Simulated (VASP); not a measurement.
Wanted: the native input for a VASP 6.6.1 run.

| Item | Value |
| --- | --- |
| Task | single point |
| Functional | r2SCAN |
| Potentials or basis | VASP PAW PBE potentials, release 64 (Hf_pv, C) |
| Cutoff | 520 eV |
| k mesh | 9 × 9 × 5 |
| Occupations | fermi-dirac, width 0.05 eV |
| Spin | no spin polarisation |
| Hubbard terms | Hf d U = 5.0 eV |
| Dipole correction | no |
| Further INCAR settings | ALGO = Normal; EDIFF = 1e-06; NBANDS = 22 |

Crystal: HfC.

```
Hf C
1.0
     3.34287    0.00000    0.00000
    -1.67143    2.89501    0.00000
     0.00000    0.00000    5.20271
Hf C
2 2
Direct
  0.33333 0.66667 0.25000
  0.66667 0.33333 0.75000
  0.00000 0.00000 0.50000
  0.00000 0.00000 0.00000
```

One way to write it, as run:

POSCAR

```
HfC
1.0
    3.3428660531      0.0000000000      0.0000000000
   -1.6714330265      2.8950069234      0.0000000000
    0.0000000000      0.0000000000      5.2027140000
Hf C
2 2
Direct
    0.3333333333      0.6666666667      0.2500000000
    0.6666666667      0.3333333333      0.7500000000
    0.0000000000      0.0000000000      0.5000000000
    0.0000000000      0.0000000000      0.0000000000
```

INCAR.step1

```
  ALGO = Normal
  EDIFF = 1E-4
  ENCUT = 520
  GGA = PE
  ISMEAR = -1
  LASPH = T
  LCHARG = F
  LDAU = T
  LDAUJ = 0 0
  LDAUL = 2 -1
  LDAUTYPE = 2
  LDAUU = 5 0
  LMAXMIX = 4
  LREAL = F
  LWAVE = T
  NBANDS = 22
  NELM = 150
  PREC = Accurate
  SIGMA = 0.05
```

INCAR.step2

```
  ALGO = Normal
  EDIFF = 1E-6
  ENCUT = 520
  ISIF = 2
  ISMEAR = -1
  ISTART = 1
  LASPH = T
  LCHARG = F
  LDAU = T
  LDAUJ = 0 0
  LDAUL = 2 -1
  LDAUPRINT = 1
  LDAUTYPE = 2
  LDAUU = 5 0
  LMAXMIX = 4
  LMIXTAU = T
  LREAL = F
  LWAVE = F
  METAGGA = R2SCAN
  NBANDS = 22
  NELM = 150
  PREC = Accurate
  SIGMA = 0.05
```

KPOINTS

```
k-points
0
Gamma
  9 9 5
```

Potentials or basis: VASP PAW PBE potentials, release 64 (Hf_pv, C).

Command:

```sh
$ cat potpaw_PBE.64/Hf_pv/POTCAR potpaw_PBE.64/C/POTCAR > POTCAR
$ cp INCAR.step1 INCAR
$ mpirun -np 1 vasp_std > vasp.out
$ cp INCAR.step2 INCAR
$ mpirun -np 1 vasp_std > vasp.out
```

It gave:

| Quantity | Value |
| --- | --- |
| Pressure | 14.5 GPa |
| Band gap on the k mesh | zero (band 14 reaches 8.69 eV, above the bottom of band 15 at 7.06 eV) |

Caveat: the PAW data sets were made with another functional, which shifts forces and pressure a little; spin-orbit coupling is left out, which moves the levels of the heavy elements; U without spin polarisation on a metal has little footing; the U is typed as a test and isn't derived for this compound.

Run time: 6.2 min on 1 thread of AMD EPYC 7R13, on a shared host, peak memory 0.17 GiB.
